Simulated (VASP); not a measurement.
# Mg5Te2 (P4/mmm) in VASP: notebook

Runs on Mg5Te2. Level: PBE. Tasks: single point, relaxation of cell and atoms.

All numbers are computed with VASP 6.6.1; they aren't measurements. Logs are shortened: lines on timing, memory, paths and dates and some standing lists are left out, and cuts for length are marked.

### Step 1. The cell of the first run

The structure is tetragonal, space group P4/mmm (No. 123). Conventional cell: a = 4.536 Å, b = 4.536 Å, c = 8.824 Å, α = 90.00°, β = 90.00°, γ = 90.00°. Within 4.1 Å of Mg (site symmetry 2mm) lie 4 Te at 3.09 to 3.24 Å and 6 Mg at 3.21 to 3.24 Å. Mg (site symmetry 4/mmm) has 4 Te at 3.21 Å and 8 Mg at 3.24 Å within 4.2 Å. Te (site symmetry 4/mmm) has 12 Mg at 3.21 to 3.24 Å within 4.2 Å. Te (site symmetry 4/mmm) has 8 Mg at 3.09 Å within 4.1 Å.

### Step 2. Single point, PBE

INCAR

```
PREC     = Accurate       # precision mode
ENCUT    = 520            # plane-wave cutoff, eV
EDIFF    = 1E-6           # SCF threshold, eV
ISMEAR   = 0              # smearing method
SIGMA    = 0.2            # smearing width, eV
LREAL    = False          # projectors in reciprocal space
LASPH    = True           # aspherical terms in the spheres
NELM     = 80             # most SCF steps
ALGO     = Normal         # electronic algorithm
ISIF     = 2              # what is computed and relaxed
LWAVE    = False          # write WAVECAR
LCHARG   = True           # write CHGCAR
GGA      = PE             # functional
LELF     = True           # ELF
LVHAR    = True         
NBANDS   = 20             # bands
```

KPOINTS

```
Automatic mesh
0
Gamma
  3 3 3
```

POSCAR

```
Mg5Te2
1.0
    4.5359200313      0.0000000000      0.0000000000
    0.0000000000      4.5359200313      0.0000000000
    0.0000000000      0.0000000000      8.8244808504
Mg Te
5 2
Direct
    0.0000000000      0.5000000000      0.7373863229
    0.5000000000      0.0000000000      0.7373863229
    0.0000000000      0.5000000000      0.2626136771
    0.5000000000      0.0000000000      0.2626136771
    0.0000000000      0.0000000000      0.0000000000
    0.5000000000      0.5000000000      0.0000000000
    0.5000000000      0.5000000000      0.5000000000
```

Potentials or basis: VASP PAW PBE potentials, release 64 (Mg, Te).

Run with:

```bash
$ cat potpaw_PBE.64/Mg/POTCAR potpaw_PBE.64/Te/POTCAR > POTCAR
$ mpirun -np 1 vasp_std > vasp.out
```

OUTCAR:

```text
PREC = Accurate
   ENCUT = 520
   EDIFF = 1E-6
   ISMEAR = 0
   LREAL = False
   LASPH = True
   NELM = 80
   ISIF = 2
   GGA = PE

 ion  position               nearest neighbor table
   1  0.000  0.500  0.737-   7 3.09   7 3.09   2 3.21   2 3.21   2 3.21   2 3.21   5 3.24   6 3.24
                             6 3.24   5 3.24
   2  0.500  0.000  0.737-   7 3.09   7 3.09   1 3.21   1 3.21   1 3.21   1 3.21   5 3.24   6 3.24
                             5 3.24   6 3.24
   3  0.000  0.500  0.263-   7 3.09   7 3.09   4 3.21   4 3.21   4 3.21   4 3.21   5 3.24   6 3.24
                             6 3.24   5 3.24
   4  0.500  0.000  0.263-   7 3.09   7 3.09   3 3.21   3 3.21   3 3.21   3 3.21   5 3.24   6 3.24
                             5 3.24   6 3.24
   5  0.000  0.000  0.000-   6 3.21   6 3.21   6 3.21   6 3.21   1 3.24   1 3.24   3 3.24   2 3.24
                             2 3.24   4 3.24   3 3.24   4 3.24
   6  0.500  0.500  0.000-   5 3.21   5 3.21   5 3.21   5 3.21   1 3.24   2 3.24   4 3.24   2 3.24
                             1 3.24   3 3.24   3 3.24   4 3.24
   7  0.500  0.500  0.500-   1 3.09   2 3.09   3 3.09   4 3.09   2 3.09   4 3.09   1 3.09   3 3.09

  LATTYP: Found a simple tetragonal cell.
 ALAT       =     4.5359200313
 C/A-ratio  =     1.9454665844

  Lattice vectors:

 A1 = (   4.5359200313,   0.0000000000,   0.0000000000)
 A2 = (   0.0000000000,   4.5359200313,   0.0000000000)
 A3 = (   0.0000000000,   0.0000000000,   8.8244808504)

Analysis of symmetry for initial positions (statically):
=====================================================================
 Subroutine PRICEL returns:
 Original cell was already a primitive cell.

 Routine SETGRP: Setting up the symmetry group for a
 simple tetragonal supercell.

 Subroutine GETGRP returns: Found 16 space group operations
 (whereof 16 operations were pure point group operations)
 out of a pool of 16 trial point group operations.

The static configuration has the point symmetry D_4h.

Analysis of symmetry for dynamics (positions and initial velocities):
=====================================================================
 Subroutine PRICEL returns:
 Original cell was already a primitive cell.

 Routine SETGRP: Setting up the symmetry group for a
 simple tetragonal supercell.

 Subroutine GETGRP returns: Found 16 space group operations
 (whereof 16 operations were pure point group operations)
 out of a pool of 16 trial point group operations.

The dynamic configuration has the point symmetry D_4h.

 Subroutine INISYM returns: Found 16 space group operations
 (whereof 16 operations are pure point group operations),
 and found     1 'primitive' translations

----------------------------------------------------------------------------------------

                                     Primitive cell

  volume of cell :     181.5599

  direct lattice vectors                    reciprocal lattice vectors
     4.535920031  0.000000000  0.000000000     0.220462440  0.000000000  0.000000000
     0.000000000  4.535920031  0.000000000     0.000000000  0.220462440  0.000000000
     0.000000000  0.000000000  8.824480850     0.000000000  0.000000000  0.113321114

  length of vectors
     4.535920031  4.535920031  8.824480850     0.220462440  0.220462440  0.113321114

  position of ions in fractional coordinates (direct lattice)
     0.000000000  0.500000000  0.737386323
     0.500000000  0.000000000  0.737386323
     0.000000000  0.500000000  0.262613677
     0.500000000  0.000000000  0.262613677
     0.000000000  0.000000000  0.000000000
     0.500000000  0.500000000  0.000000000
     0.500000000  0.500000000  0.500000000

  ion indices of the primitive-cell ions
   primitive index   ion index
                 1           1
                 2           2
                 3           3
                 4           4
                 5           5
                 6           6
                 7           7

----------------------------------------------------------------------------------------

 KPOINTS: Automatic mesh

Automatic generation of k-mesh.
 Grid dimensions read from file:
 generate k-points for:    3    3    3

 Generating k-lattice:

  Cartesian coordinates                     Fractional coordinates (reciprocal lattice)
     0.073487480  0.000000000  0.000000000     0.333333333  0.000000000  0.000000000
     0.000000000  0.073487480  0.000000000     0.000000000  0.333333333  0.000000000
     0.000000000  0.000000000  0.037773705     0.000000000  0.000000000  0.333333333

  Length of vectors
     0.073487480  0.073487480  0.037773705

  Shift w.r.t. Gamma in fractional coordinates (k-lattice)
     0.000000000  0.000000000  0.000000000

 Subroutine IBZKPT returns following result:
 ===========================================

 Found      6 irreducible k-points:

 Following reciprocal coordinates:
            Coordinates               Weight
  0.000000  0.000000  0.000000      1.000000
  0.333333  0.000000  0.000000      4.000000
  0.333333  0.333333  0.000000      4.000000
  0.000000  0.000000  0.333333      2.000000
  0.333333  0.000000  0.333333      8.000000
  0.333333  0.333333  0.333333      8.000000
   k-points           NKPTS =      6   k-points in BZ     NKDIM =      6   number of bands    NBANDS=     20
   number of dos      NEDOS =    301   number of ions     NIONS =      7
   total plane-waves  NPLWV =  90720
   dimension x,y,z NGX =    36 NGY =   36 NGZ =   70
   dimension x,y,z NGXF=    72 NGYF=   72 NGZF=  140
   ions per type =               5   2
   NGX,Y,Z   is equivalent  to a cutoff of  13.19, 13.19, 13.19 a.u.
   NGXF,Y,Z  is equivalent  to a cutoff of  26.39, 26.39, 26.37 a.u.
 SYSTEM =  unknown system
   PREC   = accura    normal or accurate (medium, high low for compatibility)
   ISTART =      0    job   : 0-new  1-cont  2-samecut
   ICHARG =      2    charge: 1-file 2-atom 10-const
   ISPIN  =      1    spin polarized calculation?
   LNONCOLLINEAR =      F non collinear calculations
   LSORBIT =      F    spin-orbit coupling
   LASPH  =      T    aspherical Exc in radial PAW
   ENCUT  =  520.0 eV  38.22 Ry    6.18 a.u.   8.43  8.43 16.41*2*pi/ulx,y,z
   NELM   =     80;   NELMIN=  2; NELMDL= -5     # of ELM steps
   EDIFF  = 0.1E-05   stopping-criterion for ELM
   LREAL  =      F    real-space projection
[... 7 lines left out ...]
   TEBEG  =    0.0;   TEEND  =   0.0 temperature during run
   PSTRESS=    0.0 pullay stress
   NELECT =      22.0000    total number of electrons
   NUPDOWN=      -1.0000    fix difference up-down
   EMIN   =  10.00;   EMAX   =-10.00  energy-range for DOS
   EFERMI =   0.00;   METHOD = LEGACY
   ISMEAR =     0;   SIGMA  =   0.20  broadening in eV -4-tet -1-fermi 0-gaus
   EFERMI_NEDOS =   21; number of points for ismear=-14 and -15
   IALGO  =     38    algorithm
   IMIX   =      4    mixing-type and parameters
     AMIX     =   0.40;   BMIX     =  1.00
     AMIX_MAG =   1.60;   BMIX_MAG =  1.00
  volume/ion in A,a.u.               =      25.94       175.03
  Fermi-wavevector in a.u.,A,eV,Ry     =   0.810107  1.530880  8.929142  0.656273
  Thomas-Fermi vector in A             =   1.919221
   LORBIT       =      0    0 simple, 1 ext, 2 COOP (PROOUT), +10 PAW based schemes
   GGA     = PE    functional components
   LHFCALC =     F    Hartree Fock is set to
   AEXX    =    0.0000 exact exchange contribution
   IVDW    =     0    specifies the selected vdW correction
   LEPSILON=     F    determine dielectric tensor
   LRPA    =     F    only Hartree local field effects (RPA)
 non-spin polarized calculation
 Gauss-broadening in eV      SIGMA  =   0.20
  energy-cutoff  :      520.00
  volume of cell :      181.56
 maximum number of plane-waves:      4925
 NGX is ok and might be reduce to    36
   NGX = 17   NGY = 17   NGZ = 33

 number of electron      22.0000002 magnetization

 Free energy of the ion-electron system (eV)
  ---------------------------------------------------
  ext. energy  EPLUGINS =         0.00000000
  ---------------------------------------------------
  free energy    TOTEN  =       -15.64306580 eV

  energy without entropy =      -15.57393858  energy(sigma->0) =      -15.60850219

 E-fermi :   4.4803     XC(G=0):  -8.6798

 val. band max:        4.4699541762   @ k =   0.3333   0.3333   0.3333
 cond. band min:       4.7468942466   @ k =   0.0000   0.0000   0.0000
 fundamental gap:      0.2769400704
 Fermi energy:         4.4803097330

 k-point     1 :       0.0000    0.0000    0.0000
  band No.  band energies     occupation
      1      -7.9426      2.00000
      2      -7.4949      2.00000
      3      -2.1017      2.00000
      4       0.8390      2.00000
      5       1.0699      2.00000
      6       1.0699      2.00000
[... 12 lines left out ...]
     19       8.0792      0.00000
     20       8.9913      0.00000

 k-point     2 :       0.3333    0.0000    0.0000
  band No.  band energies     occupation
      1      -7.7112      2.00000
      2      -7.3233      2.00000
      3      -1.5267      2.00000
      4      -1.4210      2.00000
      5       0.0141      2.00000
      6       1.3942      2.00000
[... 12 lines left out ...]
     19       8.4518      0.00000
     20       8.5257      0.00000

 k-point     3 :       0.3333    0.3333    0.0000
  band No.  band energies     occupation
      1      -7.5037      2.00000
      2      -7.1628      2.00000
      3      -1.0389      2.00000
      4      -1.0021      2.00000
      5      -0.6041      2.00000
      6       0.2681      2.00000
[... 12 lines left out ...]
     19       8.5928      0.00000
     20       9.3587      0.00000

 k-point     4 :       0.0000    0.0000    0.3333
  band No.  band energies     occupation
      1      -7.8617      2.00000
      2      -7.6006      2.00000
      3      -1.6252      2.00000
      4      -0.4130      2.00000
      5       1.1575      2.00000
      6       1.1575      2.00000
[... 12 lines left out ...]
     19       7.6871      0.00000
     20       8.3198      0.00000

 k-point     5 :       0.3333    0.0000    0.3333
  band No.  band energies     occupation
      1      -7.6340      2.00000
      2      -7.4197      2.00000
      3      -1.3661      2.00000
      4      -1.0644      2.00000
      5      -0.2863      2.00000
      6       0.3287      2.00000
[... 12 lines left out ...]
     19       8.0186      0.00000
     20       8.5110      0.00000

 k-point     6 :       0.3333    0.3333    0.3333
  band No.  band energies     occupation
      1      -7.4318      2.00000
      2      -7.2498      2.00000
      3      -0.9740      2.00000
      4      -0.5930      2.00000
      5      -0.4869      2.00000
      6       0.0429      2.00000
[... 12 lines left out ...]
     19       8.7496      0.00000
     20       8.9225      0.00000

------------------------ aborting loop because EDIFF is reached ----------------------------------------

  FORCE on cell =-STRESS in cart. coord.  units (eV):
  Direction    XX          YY          ZZ          XY          YZ          ZX
  --------------------------------------------------------------------------------------
  -------------------------------------------------------------------------------------
  Total       -0.1704295     -0.1704295      0.6908884      0.0000000      0.0000000      0.0000000
  in kB       -1.5039573     -1.5039573      6.0967524      0.0000000      0.0000000      0.0000000
  external PRESSURE =       1.0296126 kB  Pullay stress =       0.0000000 kB

 VOLUME and BASIS-vectors are now :
 -----------------------------------------------------------------------------
  energy-cutoff  :      520.00
  volume of cell :      181.56
      direct lattice vectors                 reciprocal lattice vectors
     4.535920031  0.000000000  0.000000000     0.220462440  0.000000000  0.000000000
     0.000000000  4.535920031  0.000000000     0.000000000  0.220462440  0.000000000
     0.000000000  0.000000000  8.824480850     0.000000000  0.000000000  0.113321114

 POSITION                                       TOTAL-FORCE (eV/Angst)
 -----------------------------------------------------------------------------------
      0.00000      2.26796      6.50705         0.000000      0.000000      0.024390
      2.26796      0.00000      6.50705         0.000000     -0.000000      0.024390
      0.00000      2.26796      2.31743         0.000000      0.000000     -0.024390
      2.26796      0.00000      2.31743         0.000000      0.000000     -0.024390
      0.00000      0.00000      0.00000         0.000000      0.000000      0.000000
      2.26796      2.26796      0.00000         0.000000      0.000000      0.000000
      2.26796      2.26796      4.41224         0.000000      0.000000      0.000000
 -----------------------------------------------------------------------------------
    total drift:                               -0.000000      0.000000      0.000000

  FREE ENERGIE OF THE ION-ELECTRON SYSTEM (eV)
  ---------------------------------------------------
  free  energy   TOTEN  =       -15.6430658027 eV

  energy  without entropy=      -15.5739385755  energy(sigma->0) =      -15.60850219
```

Wall time 18 s (1 thread of Intel Xeon 6975P-C (Granite Rapids), shared host); peak memory 0.28 GiB.

What came out:

* Free energy: -15.6431 eV
* Pressure: 0.1 GPa
* Largest force: 0.024 eV/Å
* Band gap on the k mesh: zero (band 11 reaches 5.09 eV, above the bottom of band 12 at 4.37 eV)

Forces in eV/Å, atoms in the order of the input:
```
Mg   0.000  0.000  0.024
Mg   0.000  0.000  0.024
Mg   0.000  0.000 -0.024
Mg   0.000  0.000 -0.024
Mg   0.000  0.000  0.000
Te   0.000  0.000  0.000
Te   0.000  0.000  0.000
```

Stress tensor (GPa, compression positive):
```
-0.15  0.00  0.00
 0.00 -0.15  0.00
 0.00  0.00  0.61
```

Caveat: the k points lie up to 0.46 Å⁻¹ apart; spin-orbit coupling is left out, which moves the levels of the heavy elements.

(Continued in part 2 of 2.)
